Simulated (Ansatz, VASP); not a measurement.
# Two plane-wave programs on RuF2

```
Ru F
1.0
     3.21963    0.00000    0.00000
    -1.60981    2.78828    0.00000
     0.00000    0.00000    4.30563
Ru F
1 2
Direct
  0.00000 0.00000 0.00000
  0.33333 0.66667 0.22231
  0.66667 0.33333 0.77769
```

Alike in both runs: functional PBEsol; k mesh 12 × 12 × 8; occupations gaussian, width 0.05 eV; no spin polarisation.

Ansatz relaxed the structure, and its values are those at the end. VASP's run is a single point on that final structure, the one shown.

```csv
,VASP,Ansatz
version,VASP 6.6.1,Ansatz 0.2.0
potentials or method,"VASP PAW PBE potentials, release 64 (Ru_pv, F), cutoff 520 eV","scalar-relativistic, plane waves, PAW"
valence electrons in the cell,28,30
```

Ansatz gave:

| Item | Value |
| --- | --- |
| gap on the k mesh at the Fermi level (eV) | 0.53 |
| least direct gap on the mesh (eV) | 0.92 |
| pressure (GPa) | 0.0 |
| rms of the force components (eV/Å) | 0.000 |

Problem. What did VASP give for the same quantities?

Solution. gap on the k mesh at the Fermi level (eV): 0.52; least direct gap on the mesh (eV): 0.91; pressure (GPa): 0.2; rms of the force components (eV/Å): 0.016.

VASP's potentials were made for PBE, not for PBEsol. VASP's potentials hold 28 valence electrons a cell and Ansatz's 30, so a difference there can come from the potentials and not from the codes.
